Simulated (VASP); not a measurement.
Set up this calculation in VASP 6.6.1, as the native input.

```yaml
Task: relaxation of cell and atoms
Functional: PBEsol
Dispersion: D3(BJ)
Potentials_or_basis: VASP PAW PBE potentials, release 64 (W_sv, Se)
Cutoff: 600 eV
k_mesh: 12 × 12 × 4
Occupations: gaussian, width 0.02 eV
Spin: no spin polarisation
Target_pressure: 20 GPa
Dipole_correction: no
Further_INCAR_settings: ALGO = Normal; EDIFF = 1e-06; IBRION = 2; EDIFFG = -0.008; NSW = 70; ISIF = 3
```

The structure of WSe2 lies in POSCAR:

```
WSe2
1.0
    3.0577987704      0.0000000000      0.0000000000
   -1.5288993852      2.6481314148      0.0000000000
    0.0000000000      0.0000000000      6.3298681985
W Se
1 2
Direct
    0.0000000000      0.0000000000      0.0000000000
    0.3333333333      0.6666666667      0.2610426457
    0.3333333333      0.6666666667      0.7389573543
```

The input as run:

INCAR

```
  ALGO = Normal
  EDIFF = 1E-6
  EDIFFG = -0.008
  ENCUT = 600
  GGA = PS
  IBRION = 2
  ISIF = 3
  ISMEAR = 0
  IVDW = 12
  LASPH = T
  LCHARG = F
  LREAL = F
  LWAVE = F
  NELM = 60
  NSW = 70
  PREC = Accurate
  PSTRESS = 200.0
  SIGMA = 0.02
```

KPOINTS

```
k-points
0
Gamma
  12 12 4
```

Potentials or basis: VASP PAW PBE potentials, release 64 (W_sv, Se).

Launch:

```bash
$ cat potpaw_PBE.64/W_sv/POTCAR potpaw_PBE.64/Se/POTCAR > POTCAR
$ mpirun -np 1 vasp_std > vasp.out
```

Results of the run:

* Relaxed volume: 17.29 Å³/atom
* Relaxed cell: a = 3.069 Å, b = 3.069 Å, c = 6.358 Å, α = 90.00°, β = 90.00°, γ = 120.00°
* Space group after relaxing (to 0.05 Å): P-6m2 (No. 187)
* Energy change on relaxing (the enthalpy is what falls): -54.9 meV/atom
* Ionic steps: 11
* Pressure after relaxing: 20.1 GPa
* Largest force after relaxing: 0.005 eV/Å
* Band gap on the k mesh: 0.64 eV, indirect (least direct gap 1.08 eV)
* Dispersion energy per atom: -0.516 eV

Caveat: the cell is relaxed towards a set pressure, so the enthalpy falls and the energy may rise; the PAW data sets were made with another functional, which shifts forces and pressure a little; spin-orbit coupling is left out, which moves the levels of the heavy elements.

It took 6.3 min on 1 thread of Intel Xeon 8259CL (shared host), peak memory 0.25 GiB.
